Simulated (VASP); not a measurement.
Set up this calculation in VASP 6.6.1, as the native input.

* Task: single point
* Functional: r2SCAN
* Potentials or basis: VASP PAW PBE potentials, release 64 (C)
* Cutoff: 520 eV
* k mesh: 18 × 18 × 2
* Occupations: gaussian, width 0.01 eV
* Spin: no spin polarisation
* Dipole correction: no
* Further INCAR settings: ALGO = Normal; EDIFF = 1e-06; NBANDS = 36

The system is C.

```
C
1.0
     2.45573    0.00000    0.00000
    -1.22786    2.12672    0.00000
     0.00000    0.00000   21.73580
C
12
Direct
  0.00000 0.00000 0.91898
  0.33333 0.66667 0.91898
  0.00000 0.00000 0.74769
  0.33333 0.66667 0.74769
  0.66667 0.33333 0.25231
  0.00000 0.00000 0.25231
  0.66667 0.33333 0.08102
  0.00000 0.00000 0.08102
  0.33333 0.66667 0.58565
  0.66667 0.33333 0.58564
  0.33333 0.66667 0.41436
  0.66667 0.33333 0.41435
```

These files were run (other wordings do the same):

POSCAR

```
C
1.0
    2.4557290936      0.0000000000      0.0000000000
   -1.2278645468      2.1267237798      0.0000000000
    0.0000000000      0.0000000000     21.7357995567
C
12
Direct
    0.0000000000      0.0000000000      0.9189791265
    0.3333333333      0.6666666667      0.9189758236
    0.0000000000      0.0000000000      0.7476908431
    0.3333333333      0.6666666667      0.7476875402
    0.6666666667      0.3333333333      0.2523124598
    0.0000000000      0.0000000000      0.2523091569
    0.6666666667      0.3333333333      0.0810241764
    0.0000000000      0.0000000000      0.0810208735
    0.3333333333      0.6666666667      0.5856457932
    0.6666666667      0.3333333333      0.5856424902
    0.3333333333      0.6666666667      0.4143575098
    0.6666666667      0.3333333333      0.4143542068
```

INCAR.step1

```
SYSTEM = C
ALGO = Normal
EDIFF = 1E-4
ENCUT = 520
GGA = PE
ISMEAR = 0
LASPH = .TRUE.
LCHARG = .FALSE.
LREAL = .FALSE.
LWAVE = .TRUE.
NBANDS = 36
NELM = 100
PREC = Accurate
SIGMA = 0.01
```

INCAR.step2

```
SYSTEM = C
ALGO = Normal
EDIFF = 1E-6
ENCUT = 520
ISIF = 2
ISMEAR = 0
ISTART = 1
LASPH = .TRUE.
LCHARG = .FALSE.
LMIXTAU = .TRUE.
LREAL = .FALSE.
LWAVE = .FALSE.
METAGGA = R2SCAN
NBANDS = 36
NELM = 100
PREC = Accurate
SIGMA = 0.01
```

KPOINTS

```
k-points
0
G
  18 18 2
  0 0 0
```

Potentials or basis: VASP PAW PBE potentials, release 64 (C).

The run is started by

```console
$ cat potpaw_PBE.64/C/POTCAR > POTCAR
$ cp INCAR.step1 INCAR
$ mpirun -np 1 vasp_std > vasp.out
$ cp INCAR.step2 INCAR
$ mpirun -np 1 vasp_std > vasp.out
```

It gave:

- Pressure: 0.7 GPa
- Band gap on the k mesh: 0.19 eV

Caveat: the PAW data sets were made with another functional, which shifts forces and pressure a little.

Run time: 13 min on 1 thread of Intel(R) Xeon(R) 6975P-C (Granite Rapids), on a shared host, peak memory 0.34 GiB.
